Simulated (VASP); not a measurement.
# Si4N in VASP: further runs

The runs below take Si4N through single point, with PBE+D3(BJ).

All numbers are computed with VASP 6.6.1; they aren't measurements. Logs are shortened: lines on timing, memory, paths and dates and some standing lists are left out, and cuts for length are marked.

## (1) The cell of the first run

The cell holds a slab with vacuum, 5 atoms: a = 3.833 Å, b = 3.833 Å, c = 21.103 Å, α = 90.00°, β = 90.00°, γ = 90.00°.

## (2) Single point, PBE+D3(BJ), collinear spin, ferromagnetic start

INCAR reads:

```
ALGO     = Normal         # electronic algorithm
DIPOL    = 0.5 0.5 0.327
EDIFF    = 1E-6           # SCF threshold, eV
ENCUT    = 520            # plane-wave cutoff, eV
GGA      = PE             # functional
IDIPOL   = 3            
ISIF     = 2              # what is computed and relaxed
ISMEAR   = 0              # smearing method
ISPIN    = 2              # spin polarisation
IVDW     = 12             # dispersion correction
LASPH    = T              # aspherical terms in the spheres
LCHARG   = F              # write CHGCAR
LDIPOL   = T            
LORBIT   = 11             # projections on sites
LREAL    = F              # projectors in reciprocal space
LWAVE    = F              # write WAVECAR
MAGMOM   = 0 0 0 0 3      # initial moments
NBANDS   = 22             # bands
NELM     = 150            # most SCF steps
PREC     = Accurate       # precision mode
SIGMA    = 0.05           # smearing width, eV
```

KPOINTS reads:

```
k-points
0
Gamma
  7 7 1
```

POSCAR reads:

```
Si4N
1.0
    3.8333442755      0.0000000000      0.0000000000
    0.0000000000      3.8333442755      0.0000000000
    0.0000000000      0.0000000000     21.1034818114
Si N
4 1
Direct
    0.0000000000      0.5000000000      0.1895421825
    0.0000000000      0.0000000000      0.2537634269
    0.5000000000      0.0000000000      0.3207061922
    0.5000000000      0.5000000000      0.3839879070
    1.0000000000      0.8750000000      0.4882361074
```

Potentials or basis: VASP PAW PBE potentials, release 64 (Si, N).

On the command line:

```console
cat potpaw_PBE.64/Si/POTCAR potpaw_PBE.64/N/POTCAR > POTCAR
mpirun -np 1 vasp_std > vasp.out
```

OUTCAR:

```text
EDIFF = 1E-6
   ENCUT = 520
   GGA = PE
   ISIF = 2
   ISMEAR = 0
   ISPIN = 2
   IVDW = 12
   LASPH = T
   LORBIT = 11
   LREAL = F
   NELM = 150
   PREC = Accurate
 IVDW          = 12

 ion  position               nearest neighbor table
   1  0.000  0.500  0.190-   2 2.35   2 2.35
   2  0.000  0.000  0.254-   1 2.35   1 2.35   3 2.38   3 2.38
   3  0.500  0.000  0.321-   4 2.34   4 2.34   2 2.38   2 2.38
   4  0.500  0.500  0.384-   3 2.34   3 2.34
   5  0.000  0.875  0.488-

  LATTYP: Found a simple tetragonal cell.
 ALAT       =     3.8333442755
 C/A-ratio  =     5.5052404101

  Lattice vectors:

 A1 = (   3.8333442755,   0.0000000000,   0.0000000000)
 A2 = (   0.0000000000,   3.8333442755,   0.0000000000)
 A3 = (   0.0000000000,   0.0000000000,  21.1034818114)

Analysis of symmetry for initial positions (statically):
=====================================================================
 Subroutine PRICEL returns:
 Original cell was already a primitive cell.

 Routine SETGRP: Setting up the symmetry group for a
 simple tetragonal supercell.

 Subroutine GETGRP returns: Found  2 space group operations
 (whereof  2 operations were pure point group operations)
 out of a pool of 16 trial point group operations.

The static configuration has the point symmetry C_1h.

Analysis of symmetry for dynamics (positions and initial velocities):
=====================================================================
 Subroutine PRICEL returns:
 Original cell was already a primitive cell.

 Routine SETGRP: Setting up the symmetry group for a
 simple tetragonal supercell.

 Subroutine GETGRP returns: Found  2 space group operations
 (whereof  2 operations were pure point group operations)
 out of a pool of 16 trial point group operations.

The dynamic configuration has the point symmetry C_1h.

Analysis of structural, dynamic, and magnetic symmetry:
=====================================================================
 Subroutine PRICEL returns:
 Original cell was already a primitive cell.

 Routine SETGRP: Setting up the symmetry group for a
 simple tetragonal supercell.

 Subroutine GETGRP returns: Found  2 space group operations
 (whereof  2 operations were pure point group operations)
 out of a pool of 16 trial point group operations.

The overall configuration has the point symmetry C_1h.

 Subroutine INISYM returns: Found  2 space group operations
 (whereof  2 operations are pure point group operations),
 and found     1 'primitive' translations

----------------------------------------------------------------------------------------

                                     Primitive cell

  volume of cell :     310.1057

  direct lattice vectors                    reciprocal lattice vectors
     3.833344276  0.000000000  0.000000000     0.260868821  0.000000000  0.000000000
     0.000000000  3.833344276  0.000000000     0.000000000  0.260868821  0.000000000
     0.000000000  0.000000000 21.103481811     0.000000000  0.000000000  0.047385546

  length of vectors
     3.833344276  3.833344276 21.103481811     0.260868821  0.260868821  0.047385546

  position of ions in fractional coordinates (direct lattice)
     0.000000000  0.500000000  0.189542182
     0.000000000  0.000000000  0.253763427
     0.500000000  0.000000000  0.320706192
     0.500000000  0.500000000  0.383987907
     0.000000000  0.875000000  0.488236107

  ion indices of the primitive-cell ions
   primitive index   ion index
                 1           1
                 2           2
                 3           3
                 4           4
                 5           5

----------------------------------------------------------------------------------------

 KPOINTS: k-points

Automatic generation of k-mesh.
 Grid dimensions read from file:
 generate k-points for:    7    7    1

 Generating k-lattice:
[... 23 lines left out ...]
  0.000000  0.285714  0.000000      2.000000
  0.428571  0.000000  0.000000      2.000000
[... 8 lines left out ...]
 -0.285714  0.428571  0.000000      4.000000
  0.428571  0.428571  0.000000      4.000000
   k-points           NKPTS =     16   k-points in BZ     NKDIM =     16   number of bands    NBANDS=     22
   number of dos      NEDOS =    301   number of ions     NIONS =      5
   total plane-waves  NPLWV = 144000
   dimension x,y,z NGX =    30 NGY =   30 NGZ =  160
   dimension x,y,z NGXF=    60 NGYF=   60 NGZF=  320
   ions per type =               4   1
   NGX,Y,Z   is equivalent  to a cutoff of  13.01, 13.01, 12.60 a.u.
   NGXF,Y,Z  is equivalent  to a cutoff of  26.02, 26.02, 25.21 a.u.
 SYSTEM =  unknown system
   PREC   = accura    normal or accurate (medium, high low for compatibility)
   ISTART =      0    job   : 0-new  1-cont  2-samecut
   ICHARG =      2    charge: 1-file 2-atom 10-const
   ISPIN  =      2    spin polarized calculation?
   LNONCOLLINEAR =      F non collinear calculations
   LSORBIT =      F    spin-orbit coupling
   LASPH  =      T    aspherical Exc in radial PAW
   ENCUT  =  520.0 eV  38.22 Ry    6.18 a.u.   7.13  7.13 39.24*2*pi/ulx,y,z
   NELM   =    150;   NELMIN=  2; NELMDL= -5     # of ELM steps
   EDIFF  = 0.1E-05   stopping-criterion for ELM
   LREAL  =      F    real-space projection
   EDIFFG = 0.1E-04   stopping-criterion for IOM
   NSW    =      0    number of steps for IOM
   IBRION =     -1    ionic relax: 0-MD 1-quasi-New 2-CG
   NFREE  =      0    steps in history (QN), initial steepest desc. (CG)
   ISIF   =      2    stress and relaxation
   ISYM   =      2    0-nonsym 1-usesym 2-fastsym
   POTIM  = 0.5000    time-step for ionic-motion
   TEBEG  =    0.0;   TEEND  =   0.0 temperature during run
   PSTRESS=    0.0 pullay stress
   NELECT =      21.0000    total number of electrons
   NUPDOWN=      -1.0000    fix difference up-down
   EMIN   =  10.00;   EMAX   =-10.00  energy-range for DOS
   EFERMI =   0.00;   METHOD = LEGACY
   ISMEAR =     0;   SIGMA  =   0.05  broadening in eV -4-tet -1-fermi 0-gaus
   EFERMI_NEDOS =   21; number of points for ismear=-14 and -15
   IALGO  =     38    algorithm
   IMIX   =      4    mixing-type and parameters
     AMIX     =   0.40;   BMIX     =  1.00
     AMIX_MAG =   1.60;   BMIX_MAG =  1.00
  volume/ion in A,a.u.               =      62.02       418.54
  Fermi-wavevector in a.u.,A,eV,Ry     =   0.667285  1.260986  6.058256  0.445269
  Thomas-Fermi vector in A             =   1.741845
   LORBIT       =     11    0 simple, 1 ext, 2 COOP (PROOUT), +10 PAW based schemes
   GGA     = PE    functional components
   LHFCALC =     F    Hartree Fock is set to
   AEXX    =    0.0000 exact exchange contribution
   IVDW    =    12    specifies the selected vdW correction
   LEPSILON=     F    determine dielectric tensor
   LRPA    =     F    only Hartree local field effects (RPA)
 spin polarized calculation
 Gauss-broadening in eV      SIGMA  =   0.05
  energy-cutoff  :      520.00
  volume of cell :      310.11
 maximum number of plane-waves:      8388
 NGX is ok and might be reduce to    30
   NGX = 15   NGY = 15   NGZ = 79

 dipolmoment           0.000000      0.000000     -0.000019 electrons x Angstroem

 number of electron      21.0000000 magnetization       2.5251803

 dipolmoment           0.000000      0.000000      0.052430 electrons x Angstroem

 Free energy of the ion-electron system (eV)
  ---------------------------------------------------
  ext. energy  EPLUGINS =         0.00000000
  ---------------------------------------------------
  free energy    TOTEN  =       -21.40905079 eV

  energy without entropy =      -21.40305812  energy(sigma->0) =      -21.40605445

 E-fermi :  -2.3682     XC(G=0):  -3.7941

 val. band max:       -2.3737017942   @ k =   0.4286   0.4286   0.0000
 cond. band min:      -2.3661312832   @ k =  -0.1429   0.2857   0.0000
 fundamental gap:      0.0075705111
 Fermi energy:        -2.3681977746

 spin component 1

 k-point     1 :       0.0000    0.0000    0.0000
  band No.  band energies     occupation
      1     -16.4193      1.00000
      2     -13.3143      1.00000
      3     -11.1526      1.00000
      4      -7.8443      1.00000
      5      -5.0263      1.00000
      6      -4.6232      1.00000
[... 389 lines left out ...]
     21       5.4496      0.00000
     22       6.2179      0.00000
 Fermi energy:        -2.3681977746

 spin component 2

 k-point     1 :       0.0000    0.0000    0.0000
  band No.  band energies     occupation
      1     -13.3666      1.00000
      2     -12.3413      1.00000
      3     -11.1546      1.00000
      4      -7.8571      1.00000
      5      -4.4110      1.00000
      6      -4.1436      1.00000
[... 389 lines left out ...]
     21       5.5153      0.00000
     22       6.2865      0.00000

------------------------ aborting loop because EDIFF is reached ----------------------------------------

 vacuum level on the upper side and lower side of the slab       (xc-potential included)         0.267        -0.388

 Edisp (eV)   -1.03310

 E8    (eV) :    -0.4377

  FORCE on cell =-STRESS in cart. coord.  units (eV):
  Direction    XX          YY          ZZ          XY          YZ          ZX
  --------------------------------------------------------------------------------------
  -------------------------------------------------------------------------------------
  Total      -4.18219    -1.46701    -1.46359     0.00000    -0.37933     0.00000
  in kB     -21.60751    -7.57936    -7.56172     0.00000    -1.95985     0.00000
  external pressure =      -12.25 kB  Pullay stress =        0.00 kB

 VOLUME and BASIS-vectors are now :
 -----------------------------------------------------------------------------
  energy-cutoff  :      520.00
  volume of cell :      310.11
      direct lattice vectors                 reciprocal lattice vectors
     3.833344276  0.000000000  0.000000000     0.260868821  0.000000000  0.000000000
     0.000000000  3.833344276  0.000000000     0.000000000  0.260868821  0.000000000
     0.000000000  0.000000000 21.103481811     0.000000000  0.000000000  0.047385546

 POSITION                                       TOTAL-FORCE (eV/Angst)
 -----------------------------------------------------------------------------------
      0.00000      1.91667      4.00000         0.000000      0.018096      0.075966
      0.00000      0.00000      5.35529         0.000000      0.016599      0.075156
      1.91667      0.00000      6.76802         0.000000     -0.065072     -0.035096
      1.91667      1.91667      8.10348         0.000000      0.188219      0.321210
      0.00000      3.35418     10.30348         0.000000     -0.157843     -0.437235
 -----------------------------------------------------------------------------------
    total drift:                                0.000000      0.000122      0.000169

  FREE ENERGIE OF THE ION-ELECTRON SYSTEM (eV)
  ---------------------------------------------------
  free  energy   TOTEN  =       -22.4421517520 eV

  energy  without entropy=      -22.4361590786  energy(sigma->0) =      -22.43915542

 vacuum level on the upper side and lower side of the slab         3.437         2.778

 total charge

# of ion       s       p       d       tot
------------------------------------------
    1        0.864   0.721   0.000   1.585
    2        0.776   0.894   0.000   1.669
    3        0.775   0.897   0.000   1.672
    4        0.861   0.709   0.000   1.571
    5        1.363   1.913   0.000   3.277
--------------------------------------------------
tot          4.640   5.134   0.000   9.773

 magnetization (x)

# of ion       s       p       d       tot
------------------------------------------
    1        0.001   0.001   0.000   0.002
    2        0.000  -0.011   0.000  -0.010
    3        0.005  -0.003   0.000   0.002
    4        0.005  -0.073   0.000  -0.068
    5        0.036   1.773   0.000   1.809
--------------------------------------------------
tot          0.048   1.688   0.000   1.735
```

Run time: 16 min. Hardware: 1 thread of Intel Xeon 8259CL, shared host; peak memory 0.58 GiB.

Results:

| Item | Value |
| --- | --- |
| Free energy | -22.4422 eV |
| Largest force | 0.465 eV/Å |
| Net moment | 2.53 μB per cell |
| Site moments | Si +0.00, -0.01, -0.07 (each value once); N +1.81 μB |
| Valence electrons inside the program's atomic spheres | Si 1.58, 1.67, 1.57 (each value once); N 3.28 |
| Dispersion energy per atom | -0.207 eV |

Forces on the atoms (eV/Å):
```
Si   0.000  0.018  0.076
Si   0.000  0.017  0.075
Si   0.000 -0.065 -0.035
Si   0.000  0.188  0.321
N    0.000 -0.158 -0.437
```

## (3) Single point, PBE+D3(BJ), collinear spin, ferromagnetic start

INCAR reads:

```
SYSTEM = Si4N
ALGO = Normal ; DIPOL = 0.5 0.5 0.327
EDIFF = 1E-6 ; ENCUT = 520
GGA = PE ; IDIPOL = 3
ISIF = 2 ; ISMEAR = 0
ISPIN = 2 ; IVDW = 12
LASPH = .TRUE. ; LCHARG = .FALSE.
LDIPOL = .TRUE. ; LORBIT = 11
LREAL = .FALSE. ; LWAVE = .FALSE.
MAGMOM = 0 0 0 0 3 ; NBANDS = 22
NELM = 150 ; PREC = Accurate
SIGMA = 0.05
```

KPOINTS reads:

```
k-points
0
G
  7 7 1
  0 0 0
```

Changes to POSCAR since step 2:

```diff
@@ -12,2 +12,2 @@
     0.5000000000      0.5000000000      0.3839879070
-    1.0000000000      0.8750000000      0.4882361074
+    1.0000000000      0.7500000000      0.4882361074
```

Potentials or basis: VASP PAW PBE potentials, release 64 (Si, N).

On the command line:

```console
cat potpaw_PBE.64/Si/POTCAR potpaw_PBE.64/N/POTCAR > POTCAR
mpirun -np 1 vasp_std > vasp.out
```

Run time: 3 min. Hardware: 1 thread of AMD EPYC 9R45 (Zen 5), shared host; peak memory 0.54 GiB.

The run converged. Its results:

- Free energy: -22.5876 eV
- Largest force: 1.004 eV/Å
- Net moment: 1.98 μB per cell
- Site moments: Si -0.01, -0.02, -0.17 (each value once); N +1.70 μB
- Valence electrons inside the program's atomic spheres: Si 1.59, 1.67, 1.56 (each value once); N 3.27
- Dispersion energy per atom: -0.206 eV

Forces on the atoms (eV/Å):
```
Si   0.000  0.045  0.010
Si   0.000  0.032  0.142
Si   0.000 -0.119  0.080
Si   0.000  0.424  0.695
N    0.000 -0.383 -0.928
```

Levels at points of the mesh, in eV from the Fermi level:
Spin up:
| k point | band 8 | band 9 | band 10 | band 11 | band 12 | band 13 | band 14 | band 15 |
| --- | --- | --- | --- | --- | --- | --- | --- | --- |
| (0.00, 0.00, 0.00) | -2.05 | -1.77 | -1.15 | -0.64 | 0.71 | 1.35 | 1.73 | 1.95 |
Spin down:
| k point | band 7 | band 8 | band 9 | band 10 | band 11 | band 12 |
| --- | --- | --- | --- | --- | --- | --- |
| (0.00, 0.00, 0.00) | -1.87 | -0.75 | 0.07 | 0.85 | 1.42 | 1.50 |

## (4) Single point, PBE+D3(BJ), collinear spin, ferromagnetic start

INCAR reads:

```
PREC = Accurate
ENCUT = 520
EDIFF = 1E-6
ISMEAR = 0
SIGMA = 0.05
LREAL = False
LASPH = True
NELM = 150
ALGO = Normal
ISIF = 2
LWAVE = False
LCHARG = False
ISPIN = 2
MAGMOM = 0 0 0 0 3
LORBIT = 11
LDIPOL = True
IDIPOL = 3
DIPOL = 0.5 0.5 0.327
GGA = PE
IVDW = 12
NBANDS = 22
```

KPOINTS reads:

```
Automatic mesh
0
Gamma
  7 7 1
```

Changes to POSCAR since step 3:

```diff
@@ -12,2 +12,2 @@
     0.5000000000      0.5000000000      0.3839879070
-    1.0000000000      0.7500000000      0.4882361074
+    0.5000000000      0.6250000000      0.4882361074
```

On the command line:

```console
cat potpaw_PBE.64/Si/POTCAR potpaw_PBE.64/N/POTCAR > POTCAR
mpirun -np 1 vasp_std > vasp.out
```

Run time: 3.2 min. Hardware: 1 thread of AMD EPYC 9R45 (Zen 5), shared host; peak memory 0.54 GiB.

It converged, with:

| Item | Value |
| --- | --- |
| Free energy | -23.7466 eV |
| Largest force | 3.011 eV/Å |
| Net moment | 1.78 μB per cell |
| Site moments | Si +0.00, -0.00, +0.01, -0.09; N +1.29 μB |
| Valence electrons inside the program's atomic spheres | Si 1.58, 1.67, 1.56 (each value once); N 3.30 |
| Dispersion energy per atom | -0.201 eV |

Forces on the atoms (eV/Å):
```
Si   0.000  0.030 -0.077
Si   0.000  0.062  0.248
Si   0.000 -0.180  0.317
Si   0.000  0.815  2.434
N    0.000 -0.727 -2.922
```

Levels at points of the mesh, in eV from the Fermi level:
Spin up:
| k point | band 8 | band 9 | band 10 | band 11 | band 12 | band 13 | band 14 | band 15 |
| --- | --- | --- | --- | --- | --- | --- | --- | --- |
| (0.00, 0.00, 0.00) | -1.92 | -1.78 | -0.75 | -0.58 | 1.21 | 1.27 | 1.76 | 2.15 |
Spin down:
| k point | band 6 | band 7 | band 8 | band 9 | band 10 | band 11 | band 12 | band 13 |
| --- | --- | --- | --- | --- | --- | --- | --- | --- |
| (0.00, 0.00, 0.00) | -2.16 | -1.89 | -0.79 | -0.36 | 0.73 | 1.24 | 1.52 | 1.70 |

## (5) Overview

```csv
cell,gap on the mesh (eV),moment (μB),largest force (eV/Å)
"as given, atomic positions A",none,2.53,0.46
"as given, atomic positions B",none,1.98,1.00
"as given, atomic positions C",none,1.78,3.01
```

Alike in all rows: task single point; level PBE+D3(BJ); potentials or basis VASP PAW PBE potentials, release 64 (Si, N); spin collinear, ferromagnetic start; k mesh 7 × 7 × 1; cutoff (eV) 520; smearing gaussian 0.05 eV.

Absolute energies hang on the potentials; compare differences alone.
